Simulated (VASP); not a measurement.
Runs of VASP 6.6.1 on Bi. The structure is trigonal, space group R-3m (No. 166). The conventional cell has a = 4.490 Å, b = 4.490 Å, c = 11.517 Å, α = 90.00°, β = 90.00°, γ = 120.00°. Within 4.0 Å of Bi (site symmetry 3m) lie 6 Bi at 3.06 to 3.41 Å. 

```csv
k mesh,smearing,gap on the mesh (eV),pressure (GPa),largest force (eV/Å)
9 × 9 × 9,fermi-dirac 0.1 eV,none,0.1,0.02
9 × 9 × 9,fermi-dirac 0.01 eV,none,0.1,0.01
7 × 7 × 7,fermi-dirac 0.1 eV,0.27,0.0,0.01
9 × 9 × 9,methfessel-paxton 0.03 eV,none,0.1,0.01
9 × 9 × 9,methfessel-paxton 1 eV,none,(a),0.10
9 × 9 × 9,fermi-dirac 0.03 eV,none,0.1,0.01
9 × 9 × 9,fermi-dirac 0.2 eV,none,(b),0.10
```

Alike in all rows: task single point; level LDA; potentials or basis VASP PAW LDA potentials, release 64 (Bi_d); no spin polarisation; cell as given; cutoff (eV) 520.

Task: Fill in the values left out.

Result: (a) -0.1; (b) 0.2.

Caveats: spin-orbit coupling is left out, which moves the levels of the heavy elements.

A k mesh can miss the band edges, and the runs leave out spin-orbit coupling on Bi.

A gap of «none» marks levels without a gap at the run's occupations.
